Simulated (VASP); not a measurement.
# Li (Pm-3m) in VASP: further runs

Runs on Li. Level: PBEsol. Tasks: single point.

All numbers are computed with VASP 6.6.1; they aren't measurements. Logs are shortened: lines on timing, memory, paths and dates and some standing lists are left out, and cuts for length are marked.

## 1. The cell of the first run

The structure is cubic, space group Pm-3m (No. 221). The conventional cell has a = 2.693 Å, b = 2.693 Å, c = 2.693 Å, α = 90.00°, β = 90.00°, γ = 90.00°. Li (site symmetry m-3m) has 6 Li at 2.69 Å within 3.6 Å.

This isn't the form of Li at room conditions, which is bcc.

## 2. Single point, PBEsol (19.52 Å³/atom)

INCAR reads:

```
ALGO     = Normal         # electronic algorithm
EDIFF    = 1E-6           # SCF threshold, eV
ENCUT    = 520            # plane-wave cutoff, eV
GGA      = PS             # functional
ISIF     = 2              # what is computed and relaxed
ISMEAR   = -1             # smearing method
LASPH    = T              # aspherical terms in the spheres
LCHARG   = F              # write CHGCAR
LREAL    = F              # projectors in reciprocal space
LWAVE    = F              # write WAVECAR
NBANDS   = 8              # bands
NELM     = 80             # most SCF steps
PREC     = Accurate       # precision mode
SIGMA    = 0.1            # smearing width, eV
```

KPOINTS reads:

```
k-points
0
Gamma
  13 13 13
```

POSCAR reads:

```
Li
1.0
    2.6925042000      0.0000000000      0.0000000000
    0.0000000000      2.6925042000      0.0000000000
    0.0000000000      0.0000000000      2.6925042000
Li
1
Direct
    0.0000000000      0.0000000000      0.0000000000
```

Potentials or basis: VASP PAW PBE potentials, release 64 (Li_sv).

Launch:

```sh
> cat potpaw_PBE.64/Li_sv/POTCAR > POTCAR
> mpirun -np 1 vasp_std > vasp.out
```

OUTCAR:

```text
EDIFF = 1E-6
   ENCUT = 520
   GGA = PS
   ISIF = 2
   ISMEAR = -1
   LASPH = T
   LREAL = F
   NELM = 80
   PREC = Accurate

 ion  position               nearest neighbor table
   1  0.000  0.000  0.000-

  LATTYP: Found a simple cubic cell.
 ALAT       =     2.6925042000

  Lattice vectors:

 A1 = (   2.6925042000,   0.0000000000,   0.0000000000)
 A2 = (   0.0000000000,   2.6925042000,   0.0000000000)
 A3 = (   0.0000000000,   0.0000000000,   2.6925042000)

Analysis of symmetry for initial positions (statically):
=====================================================================
 Subroutine PRICEL returns:
 Original cell was already a primitive cell.

 Routine SETGRP: Setting up the symmetry group for a
 simple cubic supercell.

 Subroutine GETGRP returns: Found 48 space group operations
 (whereof 48 operations were pure point group operations)
 out of a pool of 48 trial point group operations.

The static configuration has the point symmetry O_h .

Analysis of symmetry for dynamics (positions and initial velocities):
=====================================================================
 Subroutine PRICEL returns:
 Original cell was already a primitive cell.

 Routine SETGRP: Setting up the symmetry group for a
 simple cubic supercell.

 Subroutine GETGRP returns: Found 48 space group operations
 (whereof 48 operations were pure point group operations)
 out of a pool of 48 trial point group operations.

The dynamic configuration has the point symmetry O_h .

 Subroutine INISYM returns: Found 48 space group operations
 (whereof 48 operations are pure point group operations),
 and found     1 'primitive' translations

----------------------------------------------------------------------------------------

                                     Primitive cell

  volume of cell :      19.5195

  direct lattice vectors                    reciprocal lattice vectors
     2.692504200  0.000000000  0.000000000     0.371401463  0.000000000  0.000000000
     0.000000000  2.692504200  0.000000000     0.000000000  0.371401463  0.000000000
     0.000000000  0.000000000  2.692504200     0.000000000  0.000000000  0.371401463

  length of vectors
     2.692504200  2.692504200  2.692504200     0.371401463  0.371401463  0.371401463

  position of ions in fractional coordinates (direct lattice)
     0.000000000  0.000000000  0.000000000

  ion indices of the primitive-cell ions
   primitive index   ion index
                 1           1
[... 72 lines left out ...]
   EDIFF  = 0.1E-05   stopping-criterion for ELM
   LREAL  =      F    real-space projection
   EDIFFG = 0.1E-04   stopping-criterion for IOM
   NSW    =      0    number of steps for IOM
   IBRION =     -1    ionic relax: 0-MD 1-quasi-New 2-CG
   NFREE  =      0    steps in history (QN), initial steepest desc. (CG)
   ISIF   =      2    stress and relaxation
   ISYM   =      2    0-nonsym 1-usesym 2-fastsym
   POTIM  = 0.5000    time-step for ionic-motion
   TEBEG  =    0.0;   TEEND  =   0.0 temperature during run
   PSTRESS=    0.0 pullay stress
   NELECT =       3.0000    total number of electrons
   NUPDOWN=      -1.0000    fix difference up-down
   EMIN   =  10.00;   EMAX   =-10.00  energy-range for DOS
   EFERMI =   0.00;   METHOD = LEGACY
   ISMEAR =    -1;   SIGMA  =   0.10  broadening in eV -4-tet -1-fermi 0-gaus
   EFERMI_NEDOS =   21; number of points for ismear=-14 and -15
   IALGO  =     38    algorithm
   IMIX   =      4    mixing-type and parameters
     AMIX     =   0.40;   BMIX     =  1.00
     AMIX_MAG =   1.60;   BMIX_MAG =  1.00
  volume/ion in A,a.u.               =      19.52       131.72
  Fermi-wavevector in a.u.,A,eV,Ry     =   0.876918  1.657134 10.462673  0.768985
  Thomas-Fermi vector in A             =   1.996794
   LORBIT       =      0    0 simple, 1 ext, 2 COOP (PROOUT), +10 PAW based schemes
   GGA     = PS    functional components
   LHFCALC =     F    Hartree Fock is set to
   AEXX    =    0.0000 exact exchange contribution
   IVDW    =     0    specifies the selected vdW correction
   LEPSILON=     F    determine dielectric tensor
   LRPA    =     F    only Hartree local field effects (RPA)
 non-spin polarized calculation
  energy-cutoff  :      520.00
  volume of cell :       19.52
 maximum number of plane-waves:       538
   NGX = 11   NGY = 11   NGZ = 11

 number of electron       2.9999994 magnetization

 Free energy of the ion-electron system (eV)
  ---------------------------------------------------
  ext. energy  EPLUGINS =         0.00000000
  ---------------------------------------------------
  free energy    TOTEN  =        -1.85254019 eV

  energy without entropy =       -1.84142014  energy(sigma->0) =       -1.84698017

 E-fermi :   0.7106     XC(G=0):  -7.1088

 val. band max:        0.5981342891   @ k =   0.3846   0.2308   0.1538
 cond. band min:       0.7665833269   @ k =   0.4615   0.1538   0.1538
 fundamental gap:      0.1684490377
 Fermi energy:         0.7106425360

 k-point     1 :       0.0000    0.0000    0.0000
  band No.  band energies     occupation
      1     -45.4134      2.00000
      2      -2.8349      2.00000
      3      13.0264      0.00000
      4      13.0264      0.00000
      5      13.0264      0.00000
      6      15.4229      0.00000
      7      15.4229      0.00000
      8      21.9446      0.00000
[... 243 lines left out ...]
 k-point    24 :       0.3846    0.3077    0.0000
  band No.  band energies     occupation
      1     -45.3741      2.00000
      2       0.8771      0.31824
      3       4.6212      0.00000
      4       9.2539      0.00000
      5      12.4852      0.00000
      6      16.8983      0.00000
      7      22.0894      0.00000
      8      24.0704      0.00000

 [... further k-points ...]

------------------------ aborting loop because EDIFF is reached ----------------------------------------

  FORCE on cell =-STRESS in cart. coord.  units (eV):
  Direction    XX          YY          ZZ          XY          YZ          ZX
  --------------------------------------------------------------------------------------
  -------------------------------------------------------------------------------------
  Total        0.0560024      0.0560024      0.0560024      0.0000000      0.0000000     -0.0000000
  in kB        4.5967220      4.5967220      4.5967220      0.0000000      0.0000000     -0.0000000
  external PRESSURE =       4.5967220 kB  Pullay stress =       0.0000000 kB

 VOLUME and BASIS-vectors are now :
 -----------------------------------------------------------------------------
  energy-cutoff  :      520.00
  volume of cell :       19.52
      direct lattice vectors                 reciprocal lattice vectors
     2.692504200  0.000000000  0.000000000     0.371401463  0.000000000  0.000000000
     0.000000000  2.692504200  0.000000000     0.000000000  0.371401463  0.000000000
     0.000000000  0.000000000  2.692504200     0.000000000  0.000000000  0.371401463

 POSITION                                       TOTAL-FORCE (eV/Angst)
 -----------------------------------------------------------------------------------
      0.00000      0.00000      0.00000         0.000000      0.000000      0.000000
 -----------------------------------------------------------------------------------
    total drift:                                0.000000      0.000000      0.000000

  FREE ENERGIE OF THE ION-ELECTRON SYSTEM (eV)
  ---------------------------------------------------
  free  energy   TOTEN  =        -1.8525401914 eV

  energy  without entropy=       -1.8414201420  energy(sigma->0) =       -1.84698017
```

stdout:

```text
POSCAR found type information on POSCAR Li
 POSCAR found :  1 types and       1 ions
 scaLAPACK will be used
 -----------------------------------------------------------------------------
|                                                                             |
|                                                                             |
|     You enforced a specific xc type in the INCAR file but a different       |
|     I HOPE YOU KNOW WHAT YOU ARE DOING!                                     |
|                                                                             |
 -----------------------------------------------------------------------------

 LDA part: xc-table for (Slater+PW92), standard interpolation
 POSCAR, INCAR and KPOINTS ok, starting setup
 FFT: planning ... GRIDC
 FFT: planning ... GRID_SOFT
 FFT: planning ... GRID
 WAVECAR not read
 entering main loop
```

It took 12 s on 1 thread of Intel Xeon 8259CL, shared host; peak memory 0.12 GiB.

What came out:

```yaml
Free_energy: -1.8525 eV
Band_gap_on_the_k_mesh: zero (an odd number of electrons rules out a gap without spin polarisation)
```

Levels at points of the mesh, in eV from the Fermi level:
| k point | band 1 | band 2 | band 3 | band 4 | band 5 | band 6 |
| --- | --- | --- | --- | --- | --- | --- |
| (0.00, 0.00, 0.00) | -46.12 | -3.55 | 12.32 | 12.32 | 12.32 | 14.71 |

Caveat: the cutoff is under 1.25 times the usual one of these potentials, so pressure, stress and relaxed cells hold a basis-set (Pulay) error; the PAW data sets were made with another functional, which shifts forces and pressure a little.

## 3. Single point, PBEsol (20.33 Å³/atom)

This run uses another cell than the first one, of 20.33 Å³/atom.

INCAR: that of step 2 with these lines changed.

```diff
@@ -11,3 +11,3 @@
 NBANDS   = 8              # bands
-NELM     = 80             # most SCF steps
+NELM     = 60             # most SCF steps
 PREC     = Accurate       # precision mode
```

KPOINTS is that of step 2.

POSCAR reads:

```
Li
1.0
    2.7293924031      0.0000000000      0.0000000000
    0.0000000000      2.7293924031      0.0000000000
    0.0000000000      0.0000000000      2.7293924031
Li
1
Direct
    0.0000000000      0.0000000000      0.0000000000
```

Potentials or basis: VASP PAW PBE potentials, release 64 (Li_sv).

Launch:

```sh
> cat potpaw_PBE.64/Li_sv/POTCAR > POTCAR
> mpirun -np 1 vasp_std > vasp.out
```

Run time: 13 s. Hardware: 1 thread of Intel Xeon 8259CL, shared host; peak memory 0.12 GiB.

Results (log left out):

- Free energy: -1.8542 eV
- Band gap on the k mesh: zero (an odd number of electrons rules out a gap without spin polarisation)

Levels at points of the mesh, in eV from the Fermi level:
```csv
k point,band 1,band 2,band 3,band 4,band 5
"(0.00, 0.00, 0.00)",-46.18,-3.49,11.98,11.98,11.98
```

Caveat: the cutoff is under 1.25 times the usual one of these potentials, so pressure, stress and relaxed cells hold a basis-set (Pulay) error; the PAW data sets were made with another functional, which shifts forces and pressure a little.

## 4. Single point, PBEsol (21.15 Å³/atom)

This run uses another cell than the first one, of 21.15 Å³/atom.

INCAR reads:

```
SYSTEM = Li
PREC = Accurate ; ENCUT = 520
EDIFF = 1E-7 ; ISMEAR = -1
SIGMA = 0.1 ; LREAL = .False.
LASPH = .True. ; NELM = 60
ALGO = Normal ; ISIF = 2
LWAVE = .False. ; LCHARG = .False.
GGA = PS ; NBANDS = 8
```

KPOINTS reads:

```
Automatic mesh
0
Gamma
  13 13 13
  0 0 0
```

POSCAR reads:

```
Li
1.0
    2.7653095799      0.0000000000      0.0000000000
    0.0000000000      2.7653095799      0.0000000000
    0.0000000000      0.0000000000      2.7653095799
Li
1
Direct
    0.0000000000      0.0000000000      0.0000000000
```

Launch:

```sh
> cat potpaw_PBE.64/Li_sv/POTCAR > POTCAR
> mpirun -np 1 vasp_std > vasp.out
```

Wall time 13 s (1 thread of Intel Xeon 8259CL, shared host); peak memory 0.13 GiB.

Results (log left out):

```yaml
Free_energy: -1.8534 eV
Band_gap_on_the_k_mesh: zero (an odd number of electrons rules out a gap without spin polarisation)
```

Levels at points of the mesh, in eV from the Fermi level:
| k point | band 1 | band 2 | band 3 | band 4 | band 5 | band 6 | band 7 |
| --- | --- | --- | --- | --- | --- | --- | --- |
| (0.00, 0.00, 0.00) | -46.24 | -3.45 | 11.66 | 11.66 | 11.66 | 13.98 | 13.98 |

Caveat: the cutoff is under 1.25 times the usual one of these potentials, so pressure, stress and relaxed cells hold a basis-set (Pulay) error; the PAW data sets were made with another functional, which shifts forces and pressure a little.

## 5. Single point, PBEsol (21.96 Å³/atom)

This run uses another cell than the first one, of 21.96 Å³/atom.

INCAR reads:

```
SYSTEM = Li
PREC = Accurate ; ENCUT = 520
EDIFF = 1E-6 ; ISMEAR = -1
SIGMA = 0.1 ; LREAL = .False.
LASPH = .True. ; NELM = 80
ALGO = Normal ; ISIF = 2
LWAVE = .False. ; LCHARG = .False.
GGA = PS ; NBANDS = 8
```

KPOINTS is that of step 4.

POSCAR reads:

```
Li
1.0
    2.8003172150      0.0000000000      0.0000000000
    0.0000000000      2.8003172150      0.0000000000
    0.0000000000      0.0000000000      2.8003172150
Li
1
Direct
    0.0000000000      0.0000000000      0.0000000000
```

Launch:

```sh
> cat potpaw_PBE.64/Li_sv/POTCAR > POTCAR
> mpirun -np 1 vasp_std > vasp.out
```

Run time: 10 s. Hardware: 1 thread of Intel Xeon 8259CL, shared host; peak memory 0.13 GiB.

Results (log left out):

```
Free energy            : -1.8504 eV
Band gap on the k mesh : zero (an odd number of electrons rules out a gap without spin polarisation)
```

Levels at points of the mesh, in eV from the Fermi level:
| k point | band 1 | band 2 | band 3 | band 4 | band 5 | band 6 |
| --- | --- | --- | --- | --- | --- | --- |
| (0.00, 0.00, 0.00) | -46.29 | -3.40 | 11.37 | 11.37 | 11.37 | 13.65 |

Caveat: the cutoff is under 1.25 times the usual one of these potentials, so pressure, stress and relaxed cells hold a basis-set (Pulay) error; the PAW data sets were made with another functional, which shifts forces and pressure a little.

(Continued in part 2 of 2.)
